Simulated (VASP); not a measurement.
Here is a VASP 6.6.1 calculation.

File POSCAR:

```
Au
1.0
    0.0000000000      2.0350000000      2.0350000000
    2.0350000000      0.0000000000      2.0350000000
    2.0350000000      2.0350000000      0.0000000000
Au
1
Direct
    0.0000000000      0.0000000000      0.0000000000
```

File INCAR.step1:

```
SYSTEM = Au
PREC     = Accurate       ! precision mode
ENCUT    = 550            ! plane-wave cutoff, eV
ISMEAR   = -1             ! smearing method
SIGMA    = 0.05           ! smearing width, eV
LREAL    = .False.        ! projectors in reciprocal space
LASPH    = .True.         ! aspherical terms in the spheres
NELM     = 120            ! most SCF steps
NBANDS   = 16             ! bands
GGA      = PE             ! functional
ALGO     = Normal         ! electronic algorithm
EDIFF    = 1E-5           ! SCF threshold, eV
LWAVE    = .True.         ! write WAVECAR
LCHARG   = .False.        ! write CHGCAR
GGA_COMPAT= .False.
```

File INCAR.step2:

```
SYSTEM = Au
PREC     = Accurate       ! precision mode
ENCUT    = 550            ! plane-wave cutoff, eV
EDIFF    = 1E-6           ! SCF threshold, eV
ISMEAR   = -1             ! smearing method
SIGMA    = 0.05           ! smearing width, eV
LREAL    = .False.        ! projectors in reciprocal space
LASPH    = .True.         ! aspherical terms in the spheres
NELM     = 120            ! most SCF steps
ALGO     = Normal         ! electronic algorithm
ISIF     = 2              ! what is computed and relaxed
LWAVE    = .False.        ! write WAVECAR
LCHARG   = .False.        ! write CHGCAR
METAGGA  = R2SCAN         ! meta-GGA
LMIXTAU  = .True.       
LUSE_VDW = .True.       
IVDW_NL  = 2            
BPARAM   = 11.95        
CPARAM   = 0.0093       
NBANDS   = 16             ! bands
ISTART   = 1            
GGA_COMPAT= .False.
```

KPOINTS

```
regular mesh
0
Gamma
  11 11 11
  0 0 0
```

Potentials or basis: VASP PAW PBE potentials, release 64 (Au_sv_GW).

Launch:

```sh
$ cat potpaw_PBE.64/Au_sv_GW/POTCAR > POTCAR
$ cp INCAR.step1 INCAR
$ mpirun -np 1 vasp_std > vasp.out
$ cp INCAR.step2 INCAR
$ mpirun -np 1 vasp_std > vasp.out
```

Problem. Predict the pressure.

Solution. 3.9 GPa.

Caveat: the PAW data sets were made with another functional, which shifts forces and pressure a little.
